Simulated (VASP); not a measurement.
# SrO (Fm-3m) in VASP: further runs

Aim: see how the results for SrO move with the level of theory and the settings. Levels: LDA, PBE, PBEsol. Tasks: single point.

Program: VASP 6.6.1. These are calculated values, not measurements. Logs are shortened: lines on timing, memory, paths and dates and some standing lists are left out, and cuts for length are marked.

## (1) The cell of the first run

It takes space group Fm-3m (No. 225, cubic). The conventional cell has a = 5.168 Å, b = 5.168 Å, c = 5.168 Å, α = 90.00°, β = 90.00°, γ = 90.00°. Sr (site symmetry m-3m) has 6 O at 2.58 Å within 3.4 Å. Within 3.4 Å of O (site symmetry m-3m) lie 6 Sr at 2.58 Å.

## (2) Single point, LDA, collinear spin, zero start

Input file INCAR:

```
SYSTEM = SrO
PREC = Accurate
ENCUT = 520
EDIFF = 1E-7
ISMEAR = 0
SIGMA = 0.1
LREAL = .FALSE.
LASPH = .TRUE.
NELM = 150
ALGO = Normal
ISIF = 2
LWAVE = .FALSE.
LCHARG = .FALSE.
ISPIN = 2
MAGMOM = 0 0
LORBIT = 11
GGA = CA
NBANDS = 19
ISYM = 0
```

Input file KPOINTS:

```
Automatic mesh
0
G
  3 1 6
  0 0 0
```

Input file POSCAR:

```
SrO
1.0
    0.0000000000      2.5837846888      2.5837846888
    2.5837846888      0.0000000000      2.5837846888
    2.5837846888      2.5837846888      0.0000000000
Sr O
1 1
Direct
    0.5000000000      0.5000000000      0.5000000000
    0.0000000000      0.0000000000      0.0000000000
```

Potentials or basis: VASP PAW LDA potentials, release 64 (Sr_sv, O).

The run is started by

```console
> cat potpaw_LDA.64/Sr_sv/POTCAR potpaw_LDA.64/O/POTCAR > POTCAR
> mpirun -np 1 vasp_std > vasp.out
```

OUTCAR:

```text
SYSTEM = SrO
   PREC = Accurate
   ENCUT = 520
   EDIFF = 1E-7
   ISMEAR = 0
   LREAL = .FALSE.
   LASPH = .TRUE.
   NELM = 150
   ISIF = 2
   ISPIN = 2
   LORBIT = 11
   GGA = CA
   ISYM = 0

 ion  position               nearest neighbor table
   1  0.500  0.500  0.500-   2 2.58   2 2.58   2 2.58   2 2.58   2 2.58   2 2.58
   2  0.000  0.000  0.000-   1 2.58   1 2.58   1 2.58   1 2.58   1 2.58   1 2.58

IMPORTANT INFORMATION: All symmetrisations will be switched off!
NOSYMM: (Re-)initialisation of all symmetry stuff for point group C_1.

----------------------------------------------------------------------------------------

                                     Primitive cell

  volume of cell :      34.4984

  direct lattice vectors                    reciprocal lattice vectors
     0.000000000  2.583784689  2.583784689    -0.193514577  0.193514577  0.193514577
     2.583784689  0.000000000  2.583784689     0.193514577 -0.193514577  0.193514577
     2.583784689  2.583784689  0.000000000     0.193514577  0.193514577 -0.193514577

  length of vectors
     3.654023349  3.654023349  3.654023349     0.335177079  0.335177079  0.335177079

  position of ions in fractional coordinates (direct lattice)
     0.500000000  0.500000000  0.500000000
     0.000000000  0.000000000  0.000000000

  ion indices of the primitive-cell ions
   primitive index   ion index
                 1           1
                 2           2

----------------------------------------------------------------------------------------

 KPOINTS: Automatic mesh

Automatic generation of k-mesh.
 Grid dimensions read from file:
 generate k-points for:    3    1    6

 Generating k-lattice:

  Cartesian coordinates                     Fractional coordinates (reciprocal lattice)
    -0.064504859  0.064504859  0.064504859     0.333333333  0.000000000  0.000000000
     0.193514577 -0.193514577  0.193514577     0.000000000  1.000000000  0.000000000
     0.032252429  0.032252429 -0.032252429     0.000000000  0.000000000  0.166666667

  Length of vectors
     0.111725693  0.335177079  0.055862846

  Shift w.r.t. Gamma in fractional coordinates (k-lattice)
     0.000000000  0.000000000  0.000000000

 -----------------------------------------------------------------------------
|                                                                             |
|           W    W    AA    RRRRR   N    N  II  N    N   GGGG   !!!           |
|           W    W   A  A   R    R  NN   N  II  NN   N  G    G  !!!           |
|           W    W  A    A  R    R  N N  N  II  N N  N  G       !!!           |
|           W WW W  AAAAAA  RRRRR   N  N N  II  N  N N  G  GGG   !            |
|           WW  WW  A    A  R   R   N   NN  II  N   NN  G    G                |
|           W    W  A    A  R    R  N    N  II  N    N   GGGG   !!!           |
|                                                                             |
|     Your reciprocal lattice and k-lattice belong to different lattice       |
|     classes:                                                                |
|                                                                             |
|        The reciprocal lattice is body-centered cubic,                       |
|        whereas your k-lattice is base-centered monoclinic.                  |
|                                                                             |
|     Results are often still useful ...                                      |
|                                                                             |
 -----------------------------------------------------------------------------

 WARNING: IBZKPT: internal override: KBLOWUP is changed to .FALSE.
      ... skipping the blow-up phase ...

 Subroutine IBZKPT returns following result:
 ===========================================

 Found     10 irreducible k-points:

 Following reciprocal coordinates:
            Coordinates               Weight
  0.000000  0.000000  0.000000      1.000000
  0.333333  0.000000  0.000000      2.000000
  0.000000  0.000000  0.166667      2.000000
  0.333333  0.000000  0.166667      2.000000
 -0.333333  0.000000  0.166667      2.000000
  0.000000  0.000000  0.333333      2.000000
  0.333333  0.000000  0.333333      2.000000
 -0.333333  0.000000  0.333333      2.000000
  0.000000  0.000000  0.500000      1.000000
  0.333333  0.000000  0.500000      2.000000
   k-points           NKPTS =     10   k-points in BZ     NKDIM =     10   number of bands    NBANDS=     19
   number of dos      NEDOS =    301   number of ions     NIONS =      2
   total plane-waves  NPLWV =  21952
   dimension x,y,z NGX =    28 NGY =   28 NGZ =   28
   dimension x,y,z NGXF=    56 NGYF=   56 NGZF=   56
   ions per type =               1   1
   NGX,Y,Z   is equivalent  to a cutoff of  12.74, 12.74, 12.74 a.u.
   NGXF,Y,Z  is equivalent  to a cutoff of  25.48, 25.48, 25.48 a.u.
 SYSTEM =  SrO
   PREC   = accura    normal or accurate (medium, high low for compatibility)
   ISTART =      0    job   : 0-new  1-cont  2-samecut
   ICHARG =      2    charge: 1-file 2-atom 10-const
   ISPIN  =      2    spin polarized calculation?
   LNONCOLLINEAR =      F non collinear calculations
   LSORBIT =      F    spin-orbit coupling
   LASPH  =      T    aspherical Exc in radial PAW
   ENCUT  =  520.0 eV  38.22 Ry    6.18 a.u.   6.79  6.79  6.79*2*pi/ulx,y,z
   NELM   =    150;   NELMIN=  2; NELMDL= -5     # of ELM steps
   EDIFF  = 0.1E-06   stopping-criterion for ELM
   LREAL  =      F    real-space projection
   EDIFFG = 0.1E-05   stopping-criterion for IOM
   NSW    =      0    number of steps for IOM
   IBRION =     -1    ionic relax: 0-MD 1-quasi-New 2-CG
   NFREE  =      0    steps in history (QN), initial steepest desc. (CG)
   ISIF   =      2    stress and relaxation
   ISYM   =      0    0-nonsym 1-usesym 2-fastsym
   POTIM  = 0.5000    time-step for ionic-motion
   TEBEG  =    0.0;   TEEND  =   0.0 temperature during run
   PSTRESS=    0.0 pullay stress
   NELECT =      16.0000    total number of electrons
   NUPDOWN=      -1.0000    fix difference up-down
   EMIN   =  10.00;   EMAX   =-10.00  energy-range for DOS
   EFERMI =   0.00;   METHOD = LEGACY
   ISMEAR =     0;   SIGMA  =   0.10  broadening in eV -4-tet -1-fermi 0-gaus
   EFERMI_NEDOS =   21; number of points for ismear=-14 and -15
   IALGO  =     38    algorithm
   IMIX   =      4    mixing-type and parameters
     AMIX     =   0.40;   BMIX     =  1.00
     AMIX_MAG =   1.60;   BMIX_MAG =  1.00
  volume/ion in A,a.u.               =      17.25       116.40
  Fermi-wavevector in a.u.,A,eV,Ry     =   1.267210  2.394679 21.848515  1.605821
  Thomas-Fermi vector in A             =   2.400370
   LORBIT       =     11    0 simple, 1 ext, 2 COOP (PROOUT), +10 PAW based schemes
   GGA     = CA    functional components
   LHFCALC =     F    Hartree Fock is set to
   AEXX    =    0.0000 exact exchange contribution
   IVDW    =     0    specifies the selected vdW correction
   LEPSILON=     F    determine dielectric tensor
   LRPA    =     F    only Hartree local field effects (RPA)
 spin polarized calculation
 Gauss-broadening in eV      SIGMA  =   0.10
  energy-cutoff  :      520.00
  volume of cell :       34.50
 maximum number of plane-waves:       941
   NGX = 13   NGY = 13   NGZ = 13

 number of electron      15.9999998 magnetization       0.0000000

 number of electron      15.9999998 magnetization      -0.0000000

 Free energy of the ion-electron system (eV)
  ---------------------------------------------------
  ext. energy  EPLUGINS =         0.00000000
  ---------------------------------------------------
  free energy    TOTEN  =       -12.84632307 eV

  energy without entropy =      -12.84632307  energy(sigma->0) =      -12.84632307

 E-fermi :   2.0417     XC(G=0): -10.4270

 val. band max:        1.4529354388   @ k =   0.0000   0.0000   0.0000
 cond. band min:       4.9269006876   @ k =   0.3333   0.0000   0.3333
 fundamental gap:      3.4739652488
 Fermi energy:         2.0416866904

 spin component 1

 k-point     1 :       0.0000    0.0000    0.0000
  band No.  band energies     occupation
      1     -30.8559      1.00000
      2     -13.3271      1.00000
      3     -12.6575      1.00000
      4     -12.5952      1.00000
      5     -12.5457      1.00000
      6       1.3777      1.00000
[... 11 lines left out ...]
     18      24.5823      0.00000
     19      26.1271      0.00000
[... 177 lines left out ...]
 k-point    10 :       0.3333    0.0000    0.5000
  band No.  band energies     occupation
      1     -30.6906      1.00000
      2     -14.1678      1.00000
      3     -13.2216      1.00000
      4     -12.8452      1.00000
      5     -12.2705      1.00000
      6       0.5754      1.00000
[... 11 lines left out ...]
     18      22.1388      0.00000
     19      22.7106      0.00000
 Fermi energy:         2.0416866904

 spin component 2

 k-point     1 :       0.0000    0.0000    0.0000
  band No.  band energies     occupation
      1     -30.8559      1.00000
      2     -13.3271      1.00000
      3     -12.6575      1.00000
      4     -12.5952      1.00000
      5     -12.5457      1.00000
      6       1.3777      1.00000
[... 11 lines left out ...]
     18      24.5823      0.00000
     19      26.1363      0.00000
[... 177 lines left out ...]
 k-point    10 :       0.3333    0.0000    0.5000
  band No.  band energies     occupation
      1     -30.6906      1.00000
      2     -14.1678      1.00000
      3     -13.2216      1.00000
      4     -12.8452      1.00000
      5     -12.2705      1.00000
      6       0.5754      1.00000
[... 11 lines left out ...]
     18      22.1388      0.00000
     19      22.7106      0.00000

------------------------ aborting loop because EDIFF is reached ----------------------------------------

  FORCE on cell =-STRESS in cart. coord.  units (eV):
  Direction    XX          YY          ZZ          XY          YZ          ZX
  --------------------------------------------------------------------------------------
  -------------------------------------------------------------------------------------
  Total       -0.5384872     -0.6542620     -0.5384735     -0.0034536      0.0034613      4.4951618
  in kB      -25.0084648    -30.3852846    -25.0078280     -0.1603930      0.1607481    208.7646447
  external PRESSURE =     -26.8005258 kB  Pullay stress =       0.0000000 kB

 VOLUME and BASIS-vectors are now :
 -----------------------------------------------------------------------------
  energy-cutoff  :      520.00
  volume of cell :       34.50
      direct lattice vectors                 reciprocal lattice vectors
     0.000000000  2.583784689  2.583784689    -0.193514577  0.193514577  0.193514577
     2.583784689  0.000000000  2.583784689     0.193514577 -0.193514577  0.193514577
     2.583784689  2.583784689  0.000000000     0.193514577  0.193514577 -0.193514577

 POSITION                                       TOTAL-FORCE (eV/Angst)
 -----------------------------------------------------------------------------------
      2.58378      2.58378      2.58378        -0.000000      0.000000      0.000001
      0.00000      0.00000      0.00000         0.000000     -0.000000     -0.000001
 -----------------------------------------------------------------------------------
    total drift:                                0.000000     -0.000000     -0.000001

  FREE ENERGIE OF THE ION-ELECTRON SYSTEM (eV)
  ---------------------------------------------------
  free  energy   TOTEN  =       -12.8463230682 eV

  energy  without entropy=      -12.8463230682  energy(sigma->0) =      -12.84632307

 total charge

# of ion       s       p       d       tot
------------------------------------------
    1        2.020   5.791   0.258   8.069
    2        1.536   3.410   0.000   4.946
--------------------------------------------------
tot          3.556   9.201   0.258  13.015

 magnetization (x)

# of ion       s       p       d       tot
------------------------------------------
    1       -0.000  -0.000   0.000  -0.000
    2        0.000   0.000   0.000   0.000
--------------------------------------------------
tot          0.000   0.000   0.000   0.000
```

It took 9.3 s on 1 thread of Intel Xeon Platinum 8488C (Sapphire Rapids), shared host; peak memory 0.15 GiB.

What came out:

* Free energy: -12.8463 eV
* Pressure: -2.7 GPa
* Band gap on the k mesh: 3.47 eV, indirect (least direct gap 3.56 eV)
* Net moment: 0.00 μB per cell
* Valence electrons inside the program's atomic spheres: Sr 8.07; O 4.95

Levels at points of the mesh, in eV from the valence-band top:
Spin up:
| k point | band 5 | band 6 | band 7 | band 8 | band 9 | band 10 | band 11 | band 12 |
| --- | --- | --- | --- | --- | --- | --- | --- | --- |
| (0.00, 0.00, 0.00) | -14.00 | -0.08 | -0.06 | 0.00 | 3.56 | 5.87 | 5.91 | 5.93 |
| (0.00, 0.00, 0.50) | -12.70 | -2.31 | -1.21 | -1.17 | 6.25 | 8.00 | 8.57 | 8.59 |
Spin down:
| k point | band 4 | band 5 | band 6 | band 7 | band 8 | band 9 | band 10 | band 11 | band 12 | band 13 |
| --- | --- | --- | --- | --- | --- | --- | --- | --- | --- | --- |
| (0.00, 0.00, 0.00) | -14.05 | -14.00 | -0.08 | -0.06 | 0.00 | 3.56 | 5.87 | 5.91 | 5.93 | 8.09 |
| (0.00, 0.00, 0.50) | -14.08 | -12.70 | -2.31 | -1.21 | -1.17 | 6.25 | 8.00 | 8.57 | 8.59 | 11.62 |

Caveat: the k points lie up to 2.11 Å⁻¹ apart.

## (3) Single point, PBE

Input file INCAR:

```
PREC     = Accurate       # precision mode
ENCUT    = 520            # plane-wave cutoff, eV
EDIFF    = 1E-6           # SCF threshold, eV
ISMEAR   = -5             # smearing method
SIGMA    = 0.1            # smearing width, eV
LREAL    = F              # projectors in reciprocal space
LASPH    = T              # aspherical terms in the spheres
NELM     = 60             # most SCF steps
ALGO     = Normal         # electronic algorithm
ISIF     = 2              # what is computed and relaxed
LWAVE    = F              # write WAVECAR
LCHARG   = F              # write CHGCAR
GGA      = PE             # functional
NELECT   = 18.0         
ISYM     = 0            
NBANDS   = 15             # bands
```

Input file KPOINTS:

```
regular mesh
0
Gamma
  1 6 7
```

POSCAR is that of step 2.

Potentials or basis: VASP PAW PBE potentials, release 64 (Sr_sv, O).

The run is started by

```console
> cat potpaw_PBE.64/Sr_sv/POTCAR potpaw_PBE.64/O/POTCAR > POTCAR
> mpirun -np 1 vasp_std > vasp.out
```

Run time: 9.4 s. Hardware: 1 thread of Intel Xeon Platinum 8488C (Sapphire Rapids), shared host; peak memory 0.16 GiB.

The run converged, but its numbers aren't listed here, since they failed a check.

Caveat: the k points lie up to 2.11 Å⁻¹ apart; the cell carries a net charge on a neutralising background, which shifts energy and pressure; the cell is charged against a uniform background, so pressure and absolute levels hang on convention; tetrahedron occupations give inexact forces and stress in metals.

## (4) Single point, PBEsol

Input file INCAR:

```
  PREC = Accurate
  ENCUT = 600
  EDIFF = 1E-6
  ISMEAR = -1
  SIGMA = 0.2585199978643553
  LREAL = F
  LASPH = T
  NELM = 120
  ALGO = Normal
  ISIF = 2
  LWAVE = F
  LCHARG = F
  GGA = PS
  NBANDS = 15
  GGA_COMPAT = F
```

Input file KPOINTS:

```
Automatic mesh
0
Gamma
  2 2 2
```

POSCAR is that of step 3.

The run is started by

```console
> cat potpaw_PBE.64/Sr_sv/POTCAR potpaw_PBE.64/O/POTCAR > POTCAR
> mpirun -np 1 vasp_std > vasp.out
```

Run time: 5.9 s. Hardware: 1 thread of Intel Xeon 6975P-C (Granite Rapids), shared host; peak memory 0.16 GiB.

Results (log left out):

```
Free energy            : -12.4302 eV
Pressure               : -1.4 GPa
Band gap on the k mesh : 2.95 eV, indirect (least direct gap 3.06 eV)
```

Levels at points of the mesh, in eV from the valence-band top:
| k point | band 4 | band 5 | band 6 | band 7 | band 8 | band 9 | band 10 | band 11 | band 12 | band 13 |
| --- | --- | --- | --- | --- | --- | --- | --- | --- | --- | --- |
| (0.00, 0.00, 0.00) | -14.24 | -14.24 | 0.00 | 0.00 | 0.00 | 3.55 | 5.89 | 5.89 | 5.89 | 8.05 |
| (0.50, 0.00, 0.00) | -14.32 | -12.90 | -2.27 | -1.16 | -1.16 | 6.30 | 7.98 | 8.54 | 8.54 | 11.60 |
| (0.50, 0.50, 0.00) | -14.60 | -14.60 | -0.50 | -0.11 | -0.11 | 2.95 | 7.45 | 9.85 | 9.96 | 10.77 |

Caveat: the k points lie up to 1.05 Å⁻¹ apart; the PAW data sets were made with another functional, which shifts forces and pressure a little.

## (5) Single point, PBE

Input file INCAR:

```
PREC = Accurate
ENCUT = 600
EDIFF = 1E-6
ISMEAR = 0
SIGMA = 0.1
LREAL = F
LASPH = T
NELM = 120
ALGO = Normal
ISIF = 2
LWAVE = F
LCHARG = F
GGA = PE
NBANDS = 15
GGA_COMPAT = F
```

KPOINTS is that of step 4.

POSCAR is that of step 4.

The run is started by

```console
> cat potpaw_PBE.64/Sr_sv/POTCAR potpaw_PBE.64/O/POTCAR > POTCAR
> mpirun -np 1 vasp_std > vasp.out
```

It took 6.1 s on 1 thread of Intel Xeon 6975P-C (Granite Rapids), shared host; peak memory 0.16 GiB.

It converged, with:

| Property | Result |
| --- | --- |
| Free energy | -11.8538 eV |
| Pressure | 2.3 GPa |
| Band gap on the k mesh | 3.06 eV, indirect (least direct gap 3.17 eV) |

Levels at points of the mesh, in eV from the valence-band top:
```
           k point  band 6  band 7  band 8  band 9  band 10  band 11
(0.00, 0.00, 0.00)    0.00    0.00    0.00    3.72     5.94     5.94
(0.50, 0.00, 0.00)   -2.22   -1.15   -1.15    6.37     8.17     8.54
(0.50, 0.50, 0.00)   -0.50   -0.11   -0.11    3.06     7.49     9.83
```

Caveat: the k points lie up to 1.05 Å⁻¹ apart. As with any semilocal functional, this PBE gap is likely too small.

## (6) Overview

```tsv
level	potentials or basis	spin	k mesh	cutoff (eV)	smearing	gap on the mesh (eV)	pressure (GPa)
LDA	VASP PAW LDA potentials, release 64 (Sr_sv, O)	collinear, zero start	3 × 1 × 6	520	gaussian 0.1 eV	3.47	-2.7
PBEsol	VASP PAW PBE potentials, release 64 (Sr_sv, O)	off	2 × 2 × 2	600	fermi-dirac 0.25852 eV	2.95	-1.4
PBE	VASP PAW PBE potentials, release 64 (Sr_sv, O)	off	2 × 2 × 2	600	gaussian 0.1 eV	3.06	2.3
```

Alike in all rows: task single point; cell as given.

Caveats: all runs use coarse meshes; the PAW data sets were made with another functional, which shifts forces and pressure a little (some runs).

Total energies depend on the potentials used, so only differences within one code and one set of settings carry meaning.
